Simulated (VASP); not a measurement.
A run of VASP 6.6.1 is set up as follows.

File INCAR:

```
PREC = Accurate ; ENCUT = 520
EDIFF = 1E-6 ; ISMEAR = 0
SIGMA = 0.1 ; LREAL = False
LASPH = True ; NELM = 80
ALGO = Normal ; ISIF = 2
LWAVE = False ; LCHARG = True
GGA = PE ; LELF = True
LVHAR = True ; NBANDS = 24
```

File KPOINTS:

```
Automatic mesh
0
Gamma
  6 6 4
```

The input POSCAR:

```
Ge2F
1.0
    3.5373951200      0.0000000000      0.0000000000
   -1.7686975600      3.0634740400      0.0000000000
    0.0000000000      0.0000000000      3.9204250800
Ge F
2 1
Direct
    0.3333333300      0.6666666700      0.5000000000
    0.6666666700      0.3333333300      0.5000000000
    0.0000000000      0.0000000000      0.0000000000
```

Potentials or basis: VASP PAW PBE potentials, release 64 (Ge_d, F).

Command:

```sh
$ cat potpaw_PBE.64/Ge_d/POTCAR potpaw_PBE.64/F/POTCAR > POTCAR
$ mpirun -np 1 vasp_std > vasp.out
```

**Question.** Estimate the pressure.

**Answer.** 57.2 GPa.

Stress tensor (GPa, compression positive):
```
81.37  0.00  0.00
 0.00 81.37  0.00
 0.00  0.00  8.94
```

Caveat: the k points lie up to 0.40 Å⁻¹ apart; an odd number of electrons without spin polarisation forces a metal; a magnetic or distorted state may lie lower.
